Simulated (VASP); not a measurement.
# TiO2 (C2/c) in VASP: further runs

TiO2 is run at these levels: PBE; tasks: single point.

Program: VASP 6.6.1. These are calculated values, not measurements. Logs are shortened: lines on timing, memory, paths and dates and some standing lists are left out, and cuts for length are marked.

## 1. The cell of the first run

Symmetry: C2/c, No. 15, monoclinic system. Conventional cell: a = 5.373 Å, b = 5.373 Å, c = 5.521 Å, α = 90.00°, β = 118.56°, γ = 90.00°. Within 2.6 Å of Ti (site symmetry 2) lie 6 O at 1.94 to 2.00 Å. O (site symmetry 1) has 3 Ti at 1.94 to 2.00 Å and 2 O at 2.47 Å within 2.6 Å.

## 2. Single point, PBE

INCAR reads:

```
  ALGO = Normal
  EDIFF = 1E-6
  ENCUT = 520
  GGA = PE
  ISIF = 2
  ISMEAR = 0
  LASPH = T
  LCHARG = T
  LELF = T
  LREAL = F
  LVHAR = T
  LWAVE = F
  NBANDS = 60
  NELM = 60
  PREC = Accurate
  SIGMA = 0.02
```

KPOINTS reads:

```
k-points
0
Gamma
  6 6 6
```

POSCAR reads:

```
TiO2
1.0
    5.3725687869      0.0000000000      0.0000000000
    0.0000000000      5.3725608194      0.0000000000
   -2.7328299396      0.0000000000      4.8495695209
Ti O
4 8
Direct
    0.5000000000      0.3764087041      0.2500000000
    0.5000000000      0.6235912959      0.7500000000
    0.0000000000      0.8764087041      0.2500000000
    0.0000000000      0.1235912959      0.7500000000
    0.2056861018      0.8730317537      0.6629149541
    0.7943138982      0.1269682463      0.3370850459
    0.7943138982      0.8730317537      0.8370850459
    0.2056861018      0.1269682463      0.1629149541
    0.7056861018      0.3730317537      0.6629149541
    0.2943138982      0.6269682463      0.3370850459
    0.2943138982      0.3730317537      0.8370850459
    0.7056861018      0.6269682463      0.1629149541
```

Potentials or basis: VASP PAW PBE potentials, release 64 (Ti_sv, O).

Launch:

```sh
> cat potpaw_PBE.64/Ti_sv/POTCAR potpaw_PBE.64/O/POTCAR > POTCAR
> mpirun -np 1 vasp_std > vasp.out
```

OUTCAR:

```text
EDIFF = 1E-6
   ENCUT = 520
   GGA = PE
   ISIF = 2
   ISMEAR = 0
   LASPH = T
   LREAL = F
   NELM = 60
   PREC = Accurate

 ion  position               nearest neighbor table
   1  0.500  0.376  0.250-   6 1.94   8 1.94  10 1.95  12 1.95  11 2.00   9 2.00
   2  0.500  0.624  0.750-   5 1.94   7 1.94   9 1.95  11 1.95  10 2.00  12 2.00
   3  0.000  0.876  0.250-  10 1.94  12 1.94   6 1.95   8 1.95   7 2.00   5 2.00
   4  0.000  0.124  0.750-   9 1.94  11 1.94   5 1.95   7 1.95   6 2.00   8 2.00
   5  0.206  0.873  0.663-   2 1.94   4 1.95   3 2.00
   6  0.794  0.127  0.337-   1 1.94   3 1.95   4 2.00
   7  0.794  0.873  0.837-   2 1.94   4 1.95   3 2.00
   8  0.206  0.127  0.163-   1 1.94   3 1.95   4 2.00
   9  0.706  0.373  0.663-   4 1.94   2 1.95   1 2.00
  10  0.294  0.627  0.337-   3 1.94   1 1.95   2 2.00
  11  0.294  0.373  0.837-   4 1.94   2 1.95   1 2.00
  12  0.706  0.627  0.163-   3 1.94   1 1.95   2 2.00

  LATTYP: Found a simple monoclinic cell.
 ALAT       =     5.3725687869
 B/A-ratio  =     0.9999985170
 C/A-ratio  =     1.0277136506
 COS(beta)  =    -0.4780869112

  Lattice vectors:

 A1 = (   5.3725687869,   0.0000000000,   0.0000000000)
 A2 = (   0.0000000000,  -5.3725608194,   0.0000000000)
 A3 = (  -2.6397388473,   0.0000000000,  -4.8495695209)

Analysis of symmetry for initial positions (statically):
=====================================================================
 Subroutine PRICEL returns following result:

  LATTYP: Found a base centered monoclinic cell.
 ALAT       =     5.3725687869
 B/A-ratio  =     0.9999985170
 C/A-ratio  =     1.0277136506
 COS(beta)  =    -0.4780869112

  Lattice vectors:

 A1 = (  -2.6862843934,   2.6862804097,   0.0000000000)
 A2 = (  -2.6862843934,  -2.6862804097,   0.0000000000)
 A3 = (   2.6397388473,   0.0000000000,   4.8495695209)

   2 primitive cells build up your supercell.

 Routine SETGRP: Setting up the symmetry group for a
 simple monoclinic supercell.

 Subroutine GETGRP returns: Found  4 space group operations
 (whereof  2 operations were pure point group operations)
 out of a pool of  4 trial point group operations.

The static configuration has the point symmetry S_2 .
 The point group associated with its full space group is C_2h.

Analysis of symmetry for dynamics (positions and initial velocities):
[... 142 lines left out ...]
   TEBEG  =    0.0;   TEEND  =   0.0 temperature during run
   PSTRESS=    0.0 pullay stress
   NELECT =      96.0000    total number of electrons
   NUPDOWN=      -1.0000    fix difference up-down
   EMIN   =  10.00;   EMAX   =-10.00  energy-range for DOS
   EFERMI =   0.00;   METHOD = LEGACY
   ISMEAR =     0;   SIGMA  =   0.02  broadening in eV -4-tet -1-fermi 0-gaus
   EFERMI_NEDOS =   21; number of points for ismear=-14 and -15
   IALGO  =     38    algorithm
   IMIX   =      4    mixing-type and parameters
     AMIX     =   0.40;   BMIX     =  1.00
     AMIX_MAG =   1.60;   BMIX_MAG =  1.00
  volume/ion in A,a.u.               =      11.67        78.72
  Fermi-wavevector in a.u.,A,eV,Ry     =   1.443698  2.728194 28.358139  2.084264
  Thomas-Fermi vector in A             =   2.562077
   LORBIT       =      0    0 simple, 1 ext, 2 COOP (PROOUT), +10 PAW based schemes
   GGA     = PE    functional components
   LHFCALC =     F    Hartree Fock is set to
   AEXX    =    0.0000 exact exchange contribution
   IVDW    =     0    specifies the selected vdW correction
   LEPSILON=     F    determine dielectric tensor
   LRPA    =     F    only Hartree local field effects (RPA)
 non-spin polarized calculation
 Gauss-broadening in eV      SIGMA  =   0.02
  energy-cutoff  :      520.00
  volume of cell :      139.98
 maximum number of plane-waves:      3794
   NGX = 19   NGY = 19   NGZ = 21

 number of electron      95.9999960 magnetization

 Free energy of the ion-electron system (eV)
  ---------------------------------------------------
  ext. energy  EPLUGINS =         0.00000000
  ---------------------------------------------------
  free energy    TOTEN  =      -107.72752145 eV

  energy without entropy =     -107.72752145  energy(sigma->0) =     -107.72752145

 E-fermi :   3.2488     XC(G=0): -10.5927

 val. band max:        3.1506341205   @ k =   0.0000   0.1667   0.0000
 cond. band min:       5.2555493119   @ k =   0.0000   0.0000   0.0000
 fundamental gap:      2.1049151914
 Fermi energy:         3.2487704446

 k-point     1 :       0.0000    0.0000    0.0000
  band No.  band energies     occupation
      1     -53.3140      2.00000
      2     -53.2846      2.00000
      3     -53.2839      2.00000
      4     -53.2629      2.00000
      5     -29.7428      2.00000
      6     -29.7044      2.00000
[... 1501 lines left out ...]
     59       7.6847      0.00000
     60       7.7321      0.00000

 [... further k-points ...]

------------------------ aborting loop because EDIFF is reached ----------------------------------------

  FORCE on cell =-STRESS in cart. coord.  units (eV):
  Direction    XX          YY          ZZ          XY          YZ          ZX
  --------------------------------------------------------------------------------------
  -------------------------------------------------------------------------------------
  Total        0.5724585      0.5794693      0.6450906      0.0000000      0.0000000      0.4129626
  in kB        6.5522140      6.6324575      7.3835429      0.0000000      0.0000000      4.7266646
  external PRESSURE =       6.8560715 kB  Pullay stress =       0.0000000 kB

 VOLUME and BASIS-vectors are now :
 -----------------------------------------------------------------------------
  energy-cutoff  :      520.00
  volume of cell :      139.98
      direct lattice vectors                 reciprocal lattice vectors
     5.372568787  0.000000000  0.000000000     0.186130702  0.000000000  0.104888393
     0.000000000  5.372560819  0.000000000     0.000000000  0.186130978  0.000000000
    -2.732829940  0.000000000  4.849569521     0.000000000  0.000000000  0.206203869

 POSITION                                       TOTAL-FORCE (eV/Angst)
 -----------------------------------------------------------------------------------
      2.00308      2.02228      1.21239        -0.000000      0.009802      0.000000
      0.63666      3.35028      3.63718        -0.000000     -0.009802      0.000000
     -0.68321      4.70856      1.21239        -0.000000      0.009802      0.000000
     -2.04962      0.66400      3.63718        -0.000000     -0.009802      0.000000
     -0.70657      4.69042      3.21485        -0.003705      0.003460      0.017443
      3.34631      0.68214      1.63472         0.003705     -0.003460     -0.017443
      1.97989      4.69042      4.05950         0.003705      0.003460     -0.017443
      0.65984      0.68214      0.79007        -0.003705     -0.003460      0.017443
      1.97971      2.00414      3.21485        -0.003705      0.003460      0.017443
      0.66003      3.36843      1.63472         0.003705     -0.003460     -0.017443
     -0.70639      2.00414      4.05950         0.003705      0.003460     -0.017443
      3.34613      3.36843      0.79007        -0.003705     -0.003460      0.017443
 -----------------------------------------------------------------------------------
    total drift:                               -0.000000      0.000000     -0.000000

  FREE ENERGIE OF THE ION-ELECTRON SYSTEM (eV)
  ---------------------------------------------------
  free  energy   TOTEN  =      -107.7275214480 eV

  energy  without entropy=     -107.7275214480  energy(sigma->0) =     -107.72752145
```

stdout:

```text
POSCAR found type information on POSCAR TiO
 POSCAR found :  2 types and      12 ions
 scaLAPACK will be used
 LDA part: xc-table for (Slater+PW92), standard interpolation
 POSCAR, INCAR and KPOINTS ok, starting setup
 FFT: planning ... GRIDC
 FFT: planning ... GRID_SOFT
 FFT: planning ... GRID
 WAVECAR not read
 entering main loop
```

Wall time 16 min (1 thread of Oxide Virtual Turin-like, shared host); peak memory 0.53 GiB.

Results:

```
Free energy            : -107.7275 eV
Pressure               : 0.7 GPa
Largest force          : 0.018 eV/Å
Band gap on the k mesh : 2.10 eV
```

Forces in eV/Å, atoms in the order of the input:
```
Ti   0.000  0.010  0.000
Ti   0.000 -0.010  0.000
Ti   0.000  0.010  0.000
Ti   0.000 -0.010  0.000
O   -0.004  0.003  0.017
O    0.004 -0.003 -0.017
O    0.004  0.003 -0.017
O   -0.004 -0.003  0.017
O   -0.004  0.003  0.017
O    0.004 -0.003 -0.017
O    0.004  0.003 -0.017
O   -0.004 -0.003  0.017
```

Stress tensor (GPa, compression positive):
```
0.66 0.00 0.47
0.00 0.66 0.00
0.47 0.00 0.74
```

## 3. Single point, PBE

INCAR reads:

```
SYSTEM = TiO2
  PREC = Accurate
  ENCUT = 520
  EDIFF = 1E-6
  ISMEAR = 0
  SIGMA = 0.02
  LREAL = .FALSE.
  LASPH = .TRUE.
  NELM = 80
  ALGO = Normal
  ISIF = 2
  LWAVE = .FALSE.
  LCHARG = .FALSE.
  GGA = PE
  NBANDS = 60
```

KPOINTS reads:

```
Automatic mesh
0
G
  6 6 6
  0 0 0
```

POSCAR reads:

```
TiO2
1.0
    5.3725687869      0.0000000000      0.0000000000
    0.0000000000      5.3725608194      0.0000000000
   -2.8298213301      0.0000000000      4.8495695209
Ti O
4 8
Direct
    0.5000000000      0.3805765909      0.2500000000
    0.5000000000      0.6194234091      0.7500000000
    0.0000000000      0.8805765909      0.2500000000
    0.0000000000      0.1194234091      0.7500000000
    0.2040097489      0.8691660842      0.6625412337
    0.7959902511      0.1308339158      0.3374587663
    0.7959902511      0.8691660842      0.8374587663
    0.2040097489      0.1308339158      0.1625412337
    0.7040097489      0.3691660842      0.6625412337
    0.2959902511      0.6308339158      0.3374587663
    0.2959902511      0.3691660842      0.8374587663
    0.7040097489      0.6308339158      0.1625412337
```

Potentials or basis: VASP PAW PBE potentials, release 64 (Ti_sv, O).

Launch:

```sh
> cat potpaw_PBE.64/Ti_sv/POTCAR potpaw_PBE.64/O/POTCAR > POTCAR
> mpirun -np 1 vasp_std > vasp.out
```

OUTCAR:

```text
SYSTEM = TiO2
   PREC = Accurate
   ENCUT = 520
   EDIFF = 1E-6
   ISMEAR = 0
   LREAL = .FALSE.
   LASPH = .TRUE.
   NELM = 80
   ISIF = 2
   GGA = PE

 ion  position               nearest neighbor table
   1  0.500  0.381  0.250-   6 1.95   8 1.95  10 1.95  12 1.95  11 2.00   9 2.00
   2  0.500  0.619  0.750-   5 1.95   7 1.95   9 1.95  11 1.95  10 2.00  12 2.00
   3  0.000  0.881  0.250-  10 1.95  12 1.95   6 1.95   8 1.95   7 2.00   5 2.00
   4  0.000  0.119  0.750-   9 1.95  11 1.95   5 1.95   7 1.95   6 2.00   8 2.00
   5  0.204  0.869  0.663-   2 1.95   4 1.95   3 2.00
   6  0.796  0.131  0.337-   1 1.95   3 1.95   4 2.00
   7  0.796  0.869  0.837-   2 1.95   4 1.95   3 2.00
   8  0.204  0.131  0.163-   1 1.95   3 1.95   4 2.00
   9  0.704  0.369  0.663-   4 1.95   2 1.95   1 2.00
  10  0.296  0.631  0.337-   3 1.95   1 1.95   2 2.00
  11  0.296  0.369  0.837-   4 1.95   2 1.95   1 2.00
  12  0.704  0.631  0.163-   3 1.95   1 1.95   2 2.00

  LATTYP: Found a simple monoclinic cell.
 ALAT       =     5.3725687869
 B/A-ratio  =     0.9999985170
 C/A-ratio  =     1.0192060602
[... 1734 lines left out ...]
     59       7.6856      0.00000
     60       7.7350      0.00000

 [... further k-points ...]

------------------------ aborting loop because EDIFF is reached ----------------------------------------

  FORCE on cell =-STRESS in cart. coord.  units (eV):
  Direction    XX          YY          ZZ          XY          YZ          ZX
  --------------------------------------------------------------------------------------
  -------------------------------------------------------------------------------------
  Total        0.4448520      0.4976669      0.6594706      0.0000000      0.0000000      1.2380229
  in kB        5.0916624      5.6961683      7.5481321      0.0000000      0.0000000     14.1700944
  external PRESSURE =       6.1119876 kB  Pullay stress =       0.0000000 kB

 VOLUME and BASIS-vectors are now :
 -----------------------------------------------------------------------------
  energy-cutoff  :      520.00
  volume of cell :      139.98
      direct lattice vectors                 reciprocal lattice vectors
     5.372568787  0.000000000  0.000000000     0.186130702  0.000000000  0.108611007
     0.000000000  5.372560819  0.000000000     0.000000000  0.186130978  0.000000000
    -2.829821330  0.000000000  4.849569521     0.000000000  0.000000000  0.206203869

 POSITION                                       TOTAL-FORCE (eV/Angst)
 -----------------------------------------------------------------------------------
      1.97883      2.04467      1.21239        -0.000000      0.010953      0.000000
      0.56392      3.32789      3.63718         0.000000     -0.010953      0.000000
     -0.70746      4.73095      1.21239         0.000000      0.010953      0.000000
     -2.12237      0.64161      3.63718         0.000000     -0.010953      0.000000
     -0.77882      4.66965      3.21304        -0.003688      0.002719      0.018265
      3.32156      0.70291      1.63653         0.003688     -0.002719     -0.018265
      1.90665      4.66965      4.06131         0.003688      0.002719     -0.018265
      0.63609      0.70291      0.78826        -0.003688     -0.002719      0.018265
      1.90747      1.98337      3.21304        -0.003688      0.002719      0.018265
      0.63528      3.38919      1.63653         0.003688     -0.002719     -0.018265
     -0.77963      1.98337      4.06131         0.003688      0.002719     -0.018265
      3.32238      3.38919      0.78826        -0.003688     -0.002719      0.018265
 -----------------------------------------------------------------------------------
    total drift:                               -0.000000     -0.000000      0.000000

  FREE ENERGIE OF THE ION-ELECTRON SYSTEM (eV)
  ---------------------------------------------------
  free  energy   TOTEN  =      -107.7114747531 eV

  energy  without entropy=     -107.7114747531  energy(sigma->0) =     -107.71147475
```

stdout:

```text
POSCAR found type information on POSCAR TiO
 POSCAR found :  2 types and      12 ions
 scaLAPACK will be used
 LDA part: xc-table for (Slater+PW92), standard interpolation
 POSCAR, INCAR and KPOINTS ok, starting setup
 FFT: planning ... GRIDC
 FFT: planning ... GRID_SOFT
 FFT: planning ... GRID
 WAVECAR not read
 entering main loop
```

Run time: 14 min. Hardware: 1 thread of Oxide Virtual Turin-like, shared host; peak memory 0.52 GiB.

Results:

```
Free energy            : -107.7115 eV
Pressure               : 0.6 GPa
Largest force          : 0.019 eV/Å
Band gap on the k mesh : 2.11 eV
```

Forces in eV/Å, atoms in the order of the input:
```
Ti   0.000  0.011  0.000
Ti   0.000 -0.011  0.000
Ti   0.000  0.011  0.000
Ti   0.000 -0.011  0.000
O   -0.004  0.003  0.018
O    0.004 -0.003 -0.018
O    0.004  0.003 -0.018
O   -0.004 -0.003  0.018
O   -0.004  0.003  0.018
O    0.004 -0.003 -0.018
O    0.004  0.003 -0.018
O   -0.004 -0.003  0.018
```

Stress tensor (GPa, compression positive):
```
0.51 0.00 1.42
0.00 0.57 0.00
1.42 0.00 0.75
```

A k mesh can miss the band edges.

## 4. Single point, PBE

INCAR reads:

```
PREC     = Accurate       # precision mode
ENCUT    = 520            # plane-wave cutoff, eV
EDIFF    = 1E-7           # SCF threshold, eV
ISMEAR   = 0              # smearing method
SIGMA    = 0.02           # smearing width, eV
LREAL    = F              # projectors in reciprocal space
LASPH    = T              # aspherical terms in the spheres
NELM     = 100            # most SCF steps
ALGO     = Normal         # electronic algorithm
ISIF     = 2              # what is computed and relaxed
LWAVE    = F              # write WAVECAR
LCHARG   = F              # write CHGCAR
GGA      = PE             # functional
NBANDS   = 60             # bands
```

KPOINTS reads:

```
regular mesh
0
Gamma
  6 6 6
```

POSCAR reads:

```
TiO2
1.0
    5.3725687869      0.0000000000      0.0000000000
    0.0000000000      5.3725608194      0.0000000000
   -2.6843342444      0.0000000000      4.8495695209
Ti O
4 8
Direct
    0.5000000000      0.3748940455      0.2500000000
    0.5000000000      0.6251059545      0.7500000000
    0.0000000000      0.8748940455      0.2500000000
    0.0000000000      0.1251059545      0.7500000000
    0.2065243361      0.8751071062      0.6629499239
    0.7934756639      0.1248928938      0.3370500761
    0.7934756639      0.8751071062      0.8370500761
    0.2065243361      0.1248928938      0.1629499239
    0.7065243361      0.3751071062      0.6629499239
    0.2934756639      0.6248928938      0.3370500761
    0.2934756639      0.3751071062      0.8370500761
    0.7065243361      0.6248928938      0.1629499239
```

Launch:

```sh
> cat potpaw_PBE.64/Ti_sv/POTCAR potpaw_PBE.64/O/POTCAR > POTCAR
> mpirun -np 1 vasp_std > vasp.out
```

Wall time 22 min (1 thread of Oxide Virtual Turin-like, shared host); peak memory 0.52 GiB.

Results (log left out):

```yaml
Free_energy: -107.7295 eV
Pressure: 0.7 GPa
Largest_force: 0.018 eV/Å
Band_gap_on_the_k_mesh: 2.10 eV
```

Forces in eV/Å, atoms in the order of the input:
```
Ti   0.000  0.000  0.000
Ti   0.000  0.000  0.000
Ti   0.000  0.000  0.000
Ti   0.000  0.000  0.000
O    0.000  0.000  0.018
O    0.000  0.000 -0.018
O    0.000  0.000 -0.018
O    0.000  0.000  0.018
O    0.000  0.000  0.018
O    0.000  0.000 -0.018
O    0.000  0.000 -0.018
O    0.000  0.000  0.018
```

Levels at points of the mesh, in eV from the valence-band top:
| k point | band 45 | band 46 | band 47 | band 48 | band 49 | band 50 | band 51 | band 52 |
| --- | --- | --- | --- | --- | --- | --- | --- | --- |
| (0.00, 0.00, 0.00) | -0.42 | -0.42 | -0.05 | -0.05 | 2.10 | 2.77 | 3.21 | 3.21 |
| (0.50, 0.00, 0.00) | -0.70 | -0.70 | -0.23 | -0.23 | 2.89 | 2.89 | 3.20 | 3.20 |
| (0.00, 0.50, 0.00) | -0.58 | -0.58 | -0.20 | -0.20 | 2.87 | 2.87 | 3.04 | 3.04 |
| (0.50, 0.50, 0.00) | -0.85 | -0.85 | -0.64 | -0.64 | 3.18 | 3.18 | 3.45 | 3.45 |
| (0.00, 0.00, 0.50) | -0.10 | -0.10 | -0.05 | -0.05 | 2.43 | 2.43 | 3.21 | 3.21 |
| (0.50, 0.00, 0.50) | -0.70 | -0.70 | -0.23 | -0.23 | 2.89 | 2.89 | 3.20 | 3.20 |
| (0.00, 0.50, 0.50) | -0.39 | -0.39 | -0.39 | -0.39 | 3.03 | 3.03 | 3.03 | 3.03 |
| (0.50, 0.50, 0.50) | -0.85 | -0.85 | -0.64 | -0.64 | 3.18 | 3.18 | 3.45 | 3.45 |

A k mesh can miss the band edges.

[end of part 1 of 2]
